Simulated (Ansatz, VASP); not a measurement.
# One calculation of SiC, two programs

The input INCAR:

```
PREC     = Accurate       # precision mode
ENCUT    = 520            # plane-wave cutoff, eV
EDIFF    = 1E-6           # SCF threshold, eV
ISMEAR   = 0              # smearing method
SIGMA    = 0.05           # smearing width, eV
LREAL    = F              # projectors in reciprocal space
LASPH    = T              # aspherical terms in the spheres
NELM     = 100            # most SCF steps
ALGO     = Normal         # electronic algorithm
ISIF     = 2              # what is computed and relaxed
LWAVE    = F              # write WAVECAR
LCHARG   = F              # write CHGCAR
GGA      = PE             # functional
NBANDS   = 11             # bands
```

Contents of KPOINTS:

```
regular mesh
0
Gamma
  12 12 12
```

File POSCAR:

```
SiC
1.0
    0.0000000000      2.2584892267      2.2584892267
    2.2584892267      0.0000000000      2.2584892267
    2.1801949335      2.1801949335      0.0782942932
Si C
1 1
Direct
    0.0000000000      0.0000000000      0.0000000000
    0.7500000000      0.7500000000      0.7500000000
```

Input for Ansatz:

```yaml
crystal:
  lattice:
    - [0.0, 2.2584892267, 2.2584892267]
    - [2.2584892267, 0.0, 2.2584892267]
    - [2.1801949335, 2.1801949335, 0.0782942932]
  atoms:
    - { symbol: Si, position: [0.0, 0.0, 0.0] }
    - { symbol: C, position: [0.75, 0.75, 0.75] }
basis:
  ecutwfc: 520.0
kpoints:
  mp_grid: { grid: [12, 12, 12] }
hamiltonian:
  xc: pbe
  pseudopotentials: { kind: paw, azcp: { folder: soft_1 } }
scf:
  occupations: { method: gaussian, width: 0.05 }
output:
  forces: true
  stress: true
  eigenvalues: true
```

Alike in both runs: task single point; functional PBE; k mesh 12 × 12 × 12; occupations gaussian, width 0.05 eV; no spin polarisation.

|  | VASP | Ansatz |
| --- | --- | --- |
| version | VASP 6.6.1 | Ansatz 0.2.0 |
| potentials or method | VASP PAW PBE potentials, release 64 (Si, C), cutoff 520 eV | scalar-relativistic, plane waves, PAW |
| valence electrons in the cell | 8 | 8 |

VASP gave:

| Item | Value |
| --- | --- |
| gap on the k mesh at the Fermi level (eV) | 1.21 |
| least direct gap on the mesh (eV) | 4.15 |
| pressure (GPa) | -6.9 |
| traceless stress, the component that is largest in VASP (GPa) | 8.79 |
| rms of the force components (eV/Å) | 0.281 |

**Question.** Estimate Ansatz's values.

**Answer.** gap on the k mesh at the Fermi level (eV): 1.22; least direct gap on the mesh (eV): 4.16; pressure (GPa): -6.9; traceless stress, the component that is largest in VASP (GPa): 8.76; rms of the force components (eV/Å): 0.282.

Atom by atom the forces differ by 0.000 eV/Å (rms over components). The functional is the same, so the differences come from potentials, cutoffs and numerics.
